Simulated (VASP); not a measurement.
The system is SrO.

```
CELL_PARAMETERS angstrom
0.00000 2.84980 2.79228
2.84980 0.00000 2.79228
2.84980 2.84980 0.00000
ATOMIC_POSITIONS crystal
Sr 0.00000 0.00000 0.00000
O 0.25000 0.25000 0.25000
```

This cell differs from its parent crystal: biaxial xy strain +2.1%.

Base run:

```yaml
Program: VASP 6.6.1
Functional: r2SCAN
Potentials_or_basis: VASP PAW PBE potentials, release 64 (Sr_sv, O)
Cutoff: 520 eV
k_mesh: 8 × 8 × 8
Occupations: gaussian, width 0.01 eV
Spin: no spin polarisation
```

Its results: band gap on the k mesh 2.78 eV, indirect (least direct gap 3.55 eV); pressure -2.1 GPa.

**Question.** The run is repeated on the same cell with these changes: functional from r2SCAN to PBE; occupations from gaussian, width 0.01 eV to fermi-dirac, width 0.02 eV. What comes out?

**Answer.** Band gap on the k mesh 2.40 eV, indirect (least direct gap 3.17 eV); pressure -1.1 GPa.

Caveats: the PAW data sets were made with another functional, which shifts forces and pressure a little (some runs).

A k mesh can miss the band edges.
